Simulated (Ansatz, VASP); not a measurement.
**One calculation of Si3N4, two programs**

Contents of INCAR:

```
PREC = Accurate
ENCUT = 520
EDIFF = 1E-7
ISMEAR = -1
SIGMA = 0.02
LREAL = F
LASPH = T
NELM = 80
ALGO = Normal
ISIF = 2
LWAVE = F
LCHARG = F
GGA = PE
NBANDS = 45
```

The input KPOINTS:

```
Automatic mesh
0
Gamma
  6 6 8
```

Contents of POSCAR:

```
Si3N4
1.0
    7.6817206964      0.0000000000      0.0000000000
   -3.8408603482      6.6525652678      0.0000000000
    0.0000000000      0.0000000000      2.8948339386
Si N
6 8
Direct
    0.2298742873      0.8233733104      0.7500000000
    0.4065009768      0.2298742873      0.2500000000
    0.8233733104      0.5934990232      0.2500000000
    0.1766266896      0.4065009768      0.7500000000
    0.5934990232      0.7701257127      0.7500000000
    0.7701257127      0.1766266896      0.2500000000
    0.3333333333      0.6666666667      0.7500000000
    0.6666666667      0.3333333333      0.2500000000
    0.9686652414      0.6694686315      0.7500000000
    0.2991966099      0.9686652414      0.2500000000
    0.6694686315      0.7008033901      0.2500000000
    0.3305313685      0.2991966099      0.7500000000
    0.0313347586      0.3305313685      0.2500000000
    0.7008033901      0.0313347586      0.7500000000
```

Input for Ansatz:

```yaml
crystal:
  lattice:
    - [7.6817206964, 0.0, 0.0]
    - [-3.8408603482, 6.6525652678, 0.0]
    - [0.0, 0.0, 2.8948339386]
  atoms:
    - { symbol: Si, position: [0.2298742873, 0.8233733104, 0.75] }
    - { symbol: Si, position: [0.4065009768, 0.2298742873, 0.25] }
    - { symbol: Si, position: [0.8233733104, 0.5934990232, 0.25] }
    - { symbol: Si, position: [0.1766266896, 0.4065009768, 0.75] }
    - { symbol: Si, position: [0.5934990232, 0.7701257127, 0.75] }
    - { symbol: Si, position: [0.7701257127, 0.1766266896, 0.25] }
    - { symbol: "N", position: [0.3333333333, 0.6666666667, 0.75] }
    - { symbol: "N", position: [0.6666666667, 0.3333333333, 0.25] }
    - { symbol: "N", position: [0.9686652414, 0.6694686315, 0.75] }
    - { symbol: "N", position: [0.2991966099, 0.9686652414, 0.25] }
    - { symbol: "N", position: [0.6694686315, 0.7008033901, 0.25] }
    - { symbol: "N", position: [0.3305313685, 0.2991966099, 0.75] }
    - { symbol: "N", position: [0.0313347586, 0.3305313685, 0.25] }
    - { symbol: "N", position: [0.7008033901, 0.0313347586, 0.75] }
kpoints:
  mp_grid: { grid: [6, 6, 8] }
  band_path:
    path:
      - [0.0, 0.0, 0.0]
      - [0.5, 0.0, 0.0]
      - [0.3333333333, 0.3333333333, 0.0]
      - [0.0, 0.0, 0.5]
      - [0.5, 0.0, 0.5]
      - [0.3333333333, 0.3333333333, 0.5]
      - [0.0, 0.0, 0.166667]
    npoints: 1
hamiltonian:
  xc: pbe
scf:
  occupations: { method: fermi_dirac, width: 0.02 }
  n_extra_bands: 7
output:
  forces: true
  stress: true
  eigenvalues: true
  write_density: true
  write_potential: true
  elf: true
  volumetric_format: npy
```

Change from the starting cell: epitaxial_xy strain +1.0%.

Alike in both runs: task single point; functional PBE; k mesh 6 × 6 × 8; occupations fermi-dirac, width 0.02 eV; no spin polarisation.

|  | VASP | Ansatz |
| --- | --- | --- |
| version | VASP 6.6.1 | Ansatz 0.2.0 |
| potentials or method | VASP PAW PBE potentials, release 64 (Si, N) | plane waves, PAW |
| plane-wave cutoff (eV) | 520 | 420 |
| valence electrons in the cell | 64 | 64 |

VASP gave:

- gap on the k mesh at the Fermi level (eV): 4.49
- pressure (GPa): 1.5
- traceless stress, the component that is largest in VASP (GPa): 3.77
- rms of the force components (eV/Å): 0.022

What did Ansatz give for the same quantities?

gap on the k mesh at the Fermi level (eV): 4.50; pressure (GPa): 1.8; traceless stress, the component that is largest in VASP (GPa): 3.77; rms of the force components (eV/Å): 0.022.

Atom by atom the forces differ by 0.002 eV/Å (rms over components).
